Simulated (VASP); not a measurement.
# CuMo (F-43m) in VASP: single point with r2SCAN

Aim: the single point of CuMo with r2SCAN.

Program: VASP 6.6.1. These are calculated values, not measurements. Logs are shortened: lines on timing, memory, paths and dates and some standing lists are left out, and cuts for length are marked.

### Step 1. The cell of the first run

The structure is cubic, space group F-43m (No. 216). The conventional cell has a = 4.982 Å, b = 4.982 Å, c = 4.982 Å, α = 90.00°, β = 90.00°, γ = 90.00°. Cu (site symmetry -43m) has 4 Mo at 2.16 Å within 2.9 Å. Mo (site symmetry -43m) has 4 Cu at 2.16 Å within 2.9 Å.

### Step 2. Single point, r2SCAN

POSCAR reads:

```
CuMo
1.0
    0.0000000000      2.4909412900      2.4909412900
    2.4909412900      0.0000000000      2.4909412900
    2.4909412900      2.4909412900      0.0000000000
Cu Mo
1 1
Direct
    0.0000000000      0.0000000000      0.0000000000
    0.2500000000      0.2500000000      0.2500000000
```

INCAR.step1 reads:

```
SYSTEM = CuMo
PREC = Accurate
ENCUT = 660
ISMEAR = -1
SIGMA = 0.1
LREAL = .FALSE.
LASPH = .TRUE.
NELM = 120
NBANDS = 20
GGA = PE
ALGO = Normal
EDIFF = 1E-5
LWAVE = .TRUE.
LCHARG = .FALSE.
GGA_COMPAT = .FALSE.
```

INCAR.step2 reads:

```
SYSTEM = CuMo
PREC = Accurate
ENCUT = 660
EDIFF = 1E-6
ISMEAR = -1
SIGMA = 0.1
LREAL = .FALSE.
LASPH = .TRUE.
NELM = 120
ALGO = Normal
ISIF = 2
LWAVE = .FALSE.
LCHARG = .FALSE.
METAGGA = R2SCAN
LMIXTAU = .TRUE.
NBANDS = 20
ISTART = 1
GGA_COMPAT = .FALSE.
```

KPOINTS reads:

```
regular mesh
0
G
  12 12 12
  0 0 0
```

Potentials or basis: VASP PAW PBE potentials, release 64 (Cu, Mo_sv).

Launch:

```
> cat potpaw_PBE.64/Cu/POTCAR potpaw_PBE.64/Mo_sv/POTCAR > POTCAR
> cp INCAR.step1 INCAR
> mpirun -np 1 vasp_std > vasp.out
> cp INCAR.step2 INCAR
> mpirun -np 1 vasp_std > vasp.out
```

OUTCAR:

```text
SYSTEM = CuMo
   PREC = Accurate
   ENCUT = 660
   EDIFF = 1E-6
   ISMEAR = -1
   LREAL = .FALSE.
   LASPH = .TRUE.
   NELM = 120
   ISIF = 2
   METAGGA = R2SCAN
   ISTART = 1

 ion  position               nearest neighbor table
   1  0.000  0.000  0.000-   2 2.16   2 2.16   2 2.16   2 2.16
   2  0.250  0.250  0.250-   1 2.16   1 2.16   1 2.16   1 2.16

  LATTYP: Found a face centered cubic cell.
 ALAT       =     4.9818825800

  Lattice vectors:

 A1 = (   0.0000000000,   2.4909412900,   2.4909412900)
 A2 = (   2.4909412900,   0.0000000000,   2.4909412900)
 A3 = (   2.4909412900,   2.4909412900,   0.0000000000)

Analysis of symmetry for initial positions (statically):
=====================================================================
 Subroutine PRICEL returns:
 Original cell was already a primitive cell.

 Routine SETGRP: Setting up the symmetry group for a
 face centered cubic supercell.

 Subroutine GETGRP returns: Found 24 space group operations
 (whereof 24 operations were pure point group operations)
 out of a pool of 48 trial point group operations.

The static configuration has the point symmetry T_d .

Analysis of symmetry for dynamics (positions and initial velocities):
=====================================================================
 Subroutine PRICEL returns:
 Original cell was already a primitive cell.

 Routine SETGRP: Setting up the symmetry group for a
 face centered cubic supercell.

 Subroutine GETGRP returns: Found 24 space group operations
 (whereof 24 operations were pure point group operations)
 out of a pool of 48 trial point group operations.

The dynamic configuration has the point symmetry T_d .

 Subroutine INISYM returns: Found 24 space group operations
 (whereof 24 operations are pure point group operations),
 and found     1 'primitive' translations

----------------------------------------------------------------------------------------

                                     Primitive cell

  volume of cell :      30.9115

  direct lattice vectors                    reciprocal lattice vectors
     0.000000000  2.490941290  2.490941290    -0.200727332  0.200727332  0.200727332
     2.490941290  0.000000000  2.490941290     0.200727332 -0.200727332  0.200727332
     2.490941290  2.490941290  0.000000000     0.200727332  0.200727332 -0.200727332

  length of vectors
     3.522722955  3.522722955  3.522722955     0.347669938  0.347669938  0.347669938

  position of ions in fractional coordinates (direct lattice)
     0.000000000  0.000000000  0.000000000
     0.250000000  0.250000000  0.250000000

  ion indices of the primitive-cell ions
   primitive index   ion index
                 1           1
                 2           2

----------------------------------------------------------------------------------------

 KPOINTS: regular mesh

Automatic generation of k-mesh.
 Grid dimensions read from file:
 generate k-points for:   12   12   12

 Generating k-lattice:

  Cartesian coordinates                     Fractional coordinates (reciprocal lattice)
    -0.016727278  0.016727278  0.016727278     0.083333333  0.000000000  0.000000000
     0.016727278 -0.016727278  0.016727278     0.000000000  0.083333333  0.000000000
     0.016727278  0.016727278 -0.016727278     0.000000000  0.000000000  0.083333333

  Length of vectors
     0.028972495  0.028972495  0.028972495

  Shift w.r.t. Gamma in fractional coordinates (k-lattice)
     0.000000000  0.000000000  0.000000000

 Subroutine IBZKPT returns following result:
 ===========================================

 Found     72 irreducible k-points:

 Following reciprocal coordinates:
            Coordinates               Weight
  0.000000  0.000000  0.000000      1.000000
  0.083333  0.000000  0.000000      8.000000
  0.166667  0.000000  0.000000      8.000000
  0.250000  0.000000  0.000000      8.000000
  0.333333  0.000000  0.000000      8.000000
  0.416667  0.000000  0.000000      8.000000
[... 16 lines left out ...]
  0.500000  0.166667  0.000000     24.000000
 -0.416667  0.166667  0.000000     24.000000
 [... further k-points ...]
   k-points           NKPTS =     72   k-points in BZ     NKDIM =     72   number of bands    NBANDS=     20
   number of dos      NEDOS =    301   number of ions     NIONS =      2
   total plane-waves  NPLWV =  27000
   dimension x,y,z NGX =    30 NGY =   30 NGZ =   30
   dimension x,y,z NGXF=    60 NGYF=   60 NGZF=   60
   ions per type =               1   1
   NGX,Y,Z   is equivalent  to a cutoff of  14.16, 14.16, 14.16 a.u.
   NGXF,Y,Z  is equivalent  to a cutoff of  28.32, 28.32, 28.32 a.u.
 SYSTEM =  CuMo
   PREC   = accura    normal or accurate (medium, high low for compatibility)
   ISTART =      1    job   : 0-new  1-cont  2-samecut
   ICHARG =      0    charge: 1-file 2-atom 10-const
   ISPIN  =      1    spin polarized calculation?
   LNONCOLLINEAR =      F non collinear calculations
   LSORBIT =      F    spin-orbit coupling
   LASPH  =      T    aspherical Exc in radial PAW
   ENCUT  =  660.0 eV  48.51 Ry    6.96 a.u.   7.38  7.38  7.38*2*pi/ulx,y,z
   NELM   =    120;   NELMIN=  2; NELMDL=  0     # of ELM steps
   EDIFF  = 0.1E-05   stopping-criterion for ELM
   LREAL  =      F    real-space projection
   EDIFFG = 0.1E-04   stopping-criterion for IOM
   NSW    =      0    number of steps for IOM
   IBRION =     -1    ionic relax: 0-MD 1-quasi-New 2-CG
   NFREE  =      0    steps in history (QN), initial steepest desc. (CG)
   ISIF   =      2    stress and relaxation
   ISYM   =      2    0-nonsym 1-usesym 2-fastsym
   POTIM  = 0.5000    time-step for ionic-motion
   TEBEG  =    0.0;   TEEND  =   0.0 temperature during run
   PSTRESS=    0.0 pullay stress
   NELECT =      25.0000    total number of electrons
   NUPDOWN=      -1.0000    fix difference up-down
   EMIN   =  10.00;   EMAX   =-10.00  energy-range for DOS
   EFERMI =   0.00;   METHOD = LEGACY
   ISMEAR =    -1;   SIGMA  =   0.10  broadening in eV -4-tet -1-fermi 0-gaus
   EFERMI_NEDOS =   21; number of points for ismear=-14 and -15
   IALGO  =     38    algorithm
   IMIX   =      4    mixing-type and parameters
     AMIX     =   0.40;   BMIX     =  1.00
     AMIX_MAG =   1.60;   BMIX_MAG =  1.00
  volume/ion in A,a.u.               =      15.46       104.30
  Fermi-wavevector in a.u.,A,eV,Ry     =   1.525275  2.882351 31.653441  2.326462
  Thomas-Fermi vector in A             =   2.633467
   LORBIT       =      0    0 simple, 1 ext, 2 COOP (PROOUT), +10 PAW based schemes
   METAGGA = R2SCAN    functional components
   LHFCALC =     F    Hartree Fock is set to
   AEXX    =    0.0000 exact exchange contribution
   IVDW    =     0    specifies the selected vdW correction
   LEPSILON=     F    determine dielectric tensor
   LRPA    =     F    only Hartree local field effects (RPA)
 non-spin polarized calculation
  energy-cutoff  :      660.00
  volume of cell :       30.91
 maximum number of plane-waves:      1243
 NGX is ok and might be reduce to    30
   NGX = 15   NGY = 15   NGZ = 15

 number of electron      24.9999991 magnetization

 Free energy of the ion-electron system (eV)
  ---------------------------------------------------
  ext. energy  EPLUGINS =         0.00000000
  ---------------------------------------------------
  free energy    TOTEN  =       -31.90610722 eV

  energy without entropy =      -31.86334652  energy(sigma->0) =      -31.88472687

 E-fermi :   8.5945     XC(G=0): -13.1062

 val. band max:        8.5861126985   @ k =   0.4167   0.2500   0.0000
 cond. band min:       8.6314064716   @ k =  -0.4167   0.3333   0.0000
 fundamental gap:      0.0452937731
 Fermi energy:         8.5945420200

 k-point     1 :       0.0000    0.0000    0.0000
  band No.  band energies     occupation
      1     -54.0514      2.00000
      2     -27.4859      2.00000
      3     -27.4859      2.00000
      4     -27.4859      2.00000
      5       1.1329      2.00000
      6       2.8763      2.00000
[... 12 lines left out ...]
     19      21.8083      0.00000
     20      25.8159      0.00000

 k-point     2 :       0.0833    0.0000    0.0000
  band No.  band energies     occupation
      1     -54.0502      2.00000
      2     -27.4961      2.00000
      3     -27.4869      2.00000
      4     -27.4869      2.00000
      5       1.2931      2.00000
      6       2.8361      2.00000
[... 12 lines left out ...]
     19      21.9705      0.00000
     20      24.9931      0.00000

 k-point     3 :       0.1667    0.0000    0.0000
  band No.  band energies     occupation
      1     -54.0470      2.00000
      2     -27.5239      2.00000
      3     -27.4897      2.00000
      4     -27.4897      2.00000
      5       1.7433      2.00000
      6       2.7765      2.00000
[... 12 lines left out ...]
     19      22.2902      0.00000
     20      24.1269      0.00000

 k-point     4 :       0.2500    0.0000    0.0000
  band No.  band energies     occupation
      1     -54.0426      2.00000
      2     -27.5615      2.00000
      3     -27.4934      2.00000
      4     -27.4934      2.00000
      5       2.3580      2.00000
      6       2.7620      2.00000
[... 12 lines left out ...]
     19      21.9465      0.00000
     20      24.1829      0.00000

 k-point     5 :       0.3333    0.0000    0.0000
  band No.  band energies     occupation
      1     -54.0383      2.00000
      2     -27.5988      2.00000
      3     -27.4972      2.00000
      4     -27.4972      2.00000
      5       2.8076      2.00000
      6       2.8124      2.00000
[... 12 lines left out ...]
     19      20.8615      0.00000
     20      24.7093      0.00000
[... 353 lines left out ...]
      6       2.8413      2.00000
[... 12 lines left out ...]
     19      21.4822      0.00000
     20      24.1532      0.00000

 k-point    22 :       0.4167    0.1667    0.0000
  band No.  band energies     occupation
      1     -54.0347      2.00000
      2     -27.6052      2.00000
      3     -27.5164      2.00000
      4     -27.5078      2.00000
      5       2.4582      2.00000
      6       2.8556      2.00000
[... 12 lines left out ...]
     19      20.7999      0.00000
     20      25.8323      0.00000

 k-point    23 :       0.5000    0.1667    0.0000
  band No.  band energies     occupation
      1     -54.0325      2.00000
      2     -27.6202      2.00000
      3     -27.5242      2.00000
      4     -27.5077      2.00000
      5       2.4983      2.00000
      6       2.8822      2.00000
[... 12 lines left out ...]
     19      20.3543      0.00000
     20      25.9333      0.00000

 k-point    24 :      -0.4167    0.1667    0.0000
  band No.  band energies     occupation
      1     -54.0322      2.00000
      2     -27.6208      2.00000
      3     -27.5290      2.00000
      4     -27.5052      2.00000
      5       2.5336      2.00000
      6       2.8288      2.00000
[... 12 lines left out ...]
     19      20.1683      0.00000
     20      25.9158      0.00000

 [... further k-points ...]

------------------------ aborting loop because EDIFF is reached ----------------------------------------

  FORCE on cell =-STRESS in cart. coord.  units (eV):
  Direction    XX          YY          ZZ          XY          YZ          ZX
  --------------------------------------------------------------------------------------
  -------------------------------------------------------------------------------------
  Total        8.6413042      8.6413042      8.6413042     -0.0000000      0.0000000     -0.0000000
  in kB      447.8879786    447.8879786    447.8879786     -0.0000000      0.0000000     -0.0000000
  external PRESSURE =     447.8879786 kB  Pullay stress =       0.0000000 kB

 VOLUME and BASIS-vectors are now :
 -----------------------------------------------------------------------------
  energy-cutoff  :      660.00
  volume of cell :       30.91
      direct lattice vectors                 reciprocal lattice vectors
     0.000000000  2.490941290  2.490941290    -0.200727332  0.200727332  0.200727332
     2.490941290  0.000000000  2.490941290     0.200727332 -0.200727332  0.200727332
     2.490941290  2.490941290  0.000000000     0.200727332  0.200727332 -0.200727332

 POSITION                                       TOTAL-FORCE (eV/Angst)
 -----------------------------------------------------------------------------------
      0.00000      0.00000      0.00000        -0.000000     -0.000000     -0.000000
      1.24547      1.24547      1.24547         0.000000      0.000000      0.000000
 -----------------------------------------------------------------------------------
    total drift:                                0.000001      0.000001      0.000001

  FREE ENERGIE OF THE ION-ELECTRON SYSTEM (eV)
  ---------------------------------------------------
  free  energy   TOTEN  =       -31.9061072221 eV

  energy  without entropy=      -31.8633465159  energy(sigma->0) =      -31.88472687
```

It took 9.7 min on 1 thread of AMD EPYC 7R13, shared host; peak memory 0.19 GiB.

What came out:

```
Free energy : -31.9061 eV
Pressure    : 44.8 GPa
```

Caveat: the PAW data sets were made with another functional, which shifts forces and pressure a little.
